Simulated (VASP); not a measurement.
**Al3GaN4: single point with PBEsol**

Al3GaN4:

```
Al Ga N
1.0
     4.45119    0.24239    0.24239
     0.24239    4.45119    0.24239
     0.24239    0.24239    4.45119
Al Ga N
3 1 4
Cartesian
  2.3468 2.3468 0.2424
  2.3468 0.2424 2.3468
  0.2424 2.3468 2.3468
  0.0000 0.0000 0.0000
  3.5573 3.5573 1.4974
  3.5573 1.4974 3.5573
  1.4974 3.5573 3.5573
  1.2601 1.2601 1.2601
```

- Program: VASP 6.6.1
- Task: single point
- Functional: PBEsol
- Potentials or basis: VASP PAW PBE potentials, release 64 (Al, Ga_d, N)
- Cutoff: 520 eV
- k mesh: 6 × 6 × 6
- Occupations: gaussian, width 0.05 eV
- Spin: no spin polarisation
- Dipole correction: no
- Further INCAR settings: ALGO = Normal; EDIFF = 1e-06; NBANDS = 31

```
Pressure               : 1.9 GPa
Largest force          : 0.596 eV/Å
Band gap on the k mesh : 2.12 eV, direct
```

Forces in eV/Å, atoms in the order of the input:
```
Al   0.294  0.294  0.322
Al   0.294  0.322  0.294
Al   0.322  0.294  0.294
Ga   0.305  0.305  0.305
N   -0.322 -0.322 -0.385
N   -0.322 -0.385 -0.322
N   -0.385 -0.322 -0.322
N   -0.187 -0.187 -0.187
```

Stress tensor (GPa, compression positive):
```
  1.91 -18.98 -18.98
-18.98   1.91 -18.98
-18.98 -18.98   1.91
```

Levels at points of the mesh, in eV from the valence-band top:
```
           k point  band 19  band 20  band 21  band 22  band 23  band 24
(0.00, 0.00, 0.00)    -0.96     0.00     0.00     2.12     2.59     2.86
(0.50, 0.00, 0.00)    -1.75    -1.00    -0.73     4.48     4.68     5.40
(0.50, 0.50, 0.00)    -1.07    -0.66    -0.49     5.83     6.60     6.61
(0.50, 0.50, 0.50)    -0.83    -0.20    -0.20     4.44     5.71     5.71
```

Wall time 72 s on 1 thread of Intel(R) Xeon(R) Platinum 8488C (Sapphire Rapids), on a shared host, peak memory 0.24 GiB.

Caveat: the PAW data sets were made with another functional, which shifts forces and pressure a little. Expect the measured gap to be larger: semilocal functionals such as PBEsol lack the derivative discontinuity.
